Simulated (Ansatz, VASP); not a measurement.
P: VASP beside Ansatz

File POSCAR:

```
P
1.0
    3.2800000000      0.0000000000      0.0000000000
   -1.6400000000      2.8405633244      0.0000000000
    0.0000000000      0.0000000000     28.0000000000
P
2
Direct
    0.3333333333      0.6666666667      0.5046785714
    0.6666666667      0.3333333333      0.4953214286
```

The input INCAR.step1:

```
SYSTEM = P
ALGO = Normal ; DIPOL = 0.5 0.5 0.500
EDIFF = 1E-4 ; ENCUT = 520
GGA = PE ; IDIPOL = 3
ISMEAR = 0 ; LASPH = .True.
LCHARG = .False. ; LDIPOL = .True.
LREAL = .False. ; LWAVE = .True.
NBANDS = 12 ; NELM = 100
PREC = Accurate ; SIGMA = 0.02
```

File INCAR.step2:

```
SYSTEM = P
ALGO = Normal ; DIPOL = 0.5 0.5 0.500
EDIFF = 1E-6 ; ENCUT = 520
IDIPOL = 3 ; ISIF = 2
ISMEAR = 0 ; ISTART = 1
LASPH = .True. ; LCHARG = .True.
LDIPOL = .True. ; LELF = .True.
LMIXTAU = .True. ; LREAL = .False.
LVACPOTAV = .True. ; LVHAR = .True.
LWAVE = .False. ; METAGGA = R2SCAN
NBANDS = 12 ; NELM = 100
PREC = Accurate ; SIGMA = 0.02
```

KPOINTS

```
k-points
0
Gamma
  9 9 1
  0 0 0
```

Input for Ansatz:

```yaml
crystal:
  lattice:
    - [3.28, 0.0, 0.0]
    - [-1.64, 2.8405633244, 0.0]
    - [0.0, 0.0, 28.0]
  atoms:
    - { symbol: P, position: [0.3333333333, 0.6666666667, 0.5046785714] }
    - { symbol: P, position: [0.6666666667, 0.3333333333, 0.4953214286] }
  periodic: [true, true, false]
basis:
  ecutwfc: 500
kpoints:
  mp_grid: { grid: [9, 9, 1] }
hamiltonian:
  xc: r2scan
scf:
  occupations: { method: gaussian, width: 0.02 }
output:
  forces: true
  stress: true
  eigenvalues: true
```

Alike in both runs: task single point; functional r2SCAN; k mesh 9 × 9 × 1; occupations gaussian, width 0.02 eV; no spin polarisation.

|  | VASP | Ansatz |
| --- | --- | --- |
| version | VASP 6.6.1 | Ansatz 0.2.0 |
| potentials or method | VASP PAW PBE potentials, release 64 (P), cutoff 520 eV | scalar-relativistic, plane waves, PAW |
| valence electrons in the cell | 10 | 10 |

Ansatz gave:

* gap on the k mesh at the Fermi level (eV): none
* rms of the force components (eV/Å): 1.313
* work function, face that differs most (eV): 3.70

Problem. Which values does VASP return?

Solution. gap on the k mesh at the Fermi level (eV): none; rms of the force components (eV/Å): 1.282; work function, face that differs most (eV): 3.70.

VASP's potentials were made for PBE, not for r2SCAN. Atom by atom the forces differ by 0.031 eV/Å (rms over components). A gap of «none» marks a metal or a gap that the smearing closes.
